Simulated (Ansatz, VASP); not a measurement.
## Two plane-wave programs on HfB4

```
Hf B
1.0
     3.11849    0.00000    0.00000
    -1.55924    2.70069    0.00000
     0.00000    0.00000   10.73809
Hf B
2 8
Cartesian
  0.0000 1.8005 8.0536
  1.5592 0.9002 2.6845
  1.5592 0.9002 6.5151
  0.0000 0.0000 6.2858
  1.5592 0.9002 9.5921
  0.0000 0.0000 9.8214
  0.0000 1.8005 1.1460
  0.0000 0.0000 0.9167
  0.0000 1.8005 4.2230
  0.0000 0.0000 4.4523
```

Alike in both runs: task relaxation of cell and atoms; functional PBE; dispersion D3(BJ); k mesh 12 × 12 × 4; occupations gaussian, width 0.1 eV; no spin polarisation.

```csv
,VASP,Ansatz
version,VASP 6.6.1,Ansatz 0.2.0
potentials or method,"VASP PAW PBE potentials, release 64 (Hf_pv, B), cutoff 600 eV","scalar-relativistic, plane waves, PAW"
valence electrons in the cell,44,76
```

VASP gave:

| Quantity | Value |
| --- | --- |
| gap on the k mesh at the Fermi level, each at its own relaxed structure (eV) | none |
| relaxed volume (Å³/atom) | 9.04 |
| relaxed cell length with the largest relative difference (Å) | 10.721 |

Question: Which values does Ansatz return?

Answer: gap on the k mesh at the Fermi level, each at its own relaxed structure (eV): none; relaxed volume (Å³/atom): 9.04; relaxed cell length with the largest relative difference (Å): 10.722.

A gap of «none» marks a metal or a gap that the smearing closes. VASP's potentials hold 44 valence electrons a cell and Ansatz's 76, so a difference there can come from the potentials and not from the codes.

Neither program's run includes spin-orbit coupling.
